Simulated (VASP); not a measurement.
Si2Mo, 6 atoms in the cell. It takes space group P6_3/mmc (No. 194, hexagonal). The conventional cell has a = 4.078 Å, b = 4.078 Å, c = 5.546 Å, α = 90.00°, β = 90.00°, γ = 120.00°. Si (site symmetry -6m2) has 5 Mo at 2.35 to 2.77 Å and 6 Si at 2.73 Å within 3.1 Å. Si (site symmetry -3m) has 8 Si at 2.73 to 2.77 Å and 6 Mo at 2.73 Å within 3.6 Å. Within 3.1 Å of Mo (site symmetry -6m2) lie 11 Si at 2.35 to 2.77 Å. 

| Quantity | Value |
| --- | --- |
| Program | VASP 6.6.1 |
| Task | relaxation of cell and atoms |
| Functional | PBEsol |
| Potentials or basis | VASP PAW PBE potentials, release 64 (Si, Mo_sv) |
| Cutoff | 600 eV |
| k mesh | 6 × 6 × 4 |
| Occupations | fermi-dirac, width 0.03 eV |
| Spin | no spin polarisation |
| Dipole correction | no |
| Further INCAR settings | ALGO = Normal; EDIFF = 1e-06; IBRION = 2; EDIFFG = -0.01; NSW = 100; ISIF = 3 |

Potentials or basis: VASP PAW PBE potentials, release 64 (Si, Mo_sv).

Command:

```console
$ cat potpaw_PBE.64/Si/POTCAR potpaw_PBE.64/Mo_sv/POTCAR > POTCAR
$ mpirun -np 1 vasp_std > vasp.out
```

Hardware: 1 thread of Intel(R) Xeon(R) 6975P-C (Granite Rapids) (shared host).

**Question.** Estimate the wall time of this run.

**Answer.** Wall time 4 min on 1 thread of Intel(R) Xeon(R) 6975P-C (Granite Rapids) (shared host), peak memory 0.27 GiB. Counts: scf iterations 120, k points 21, ion steps 13.
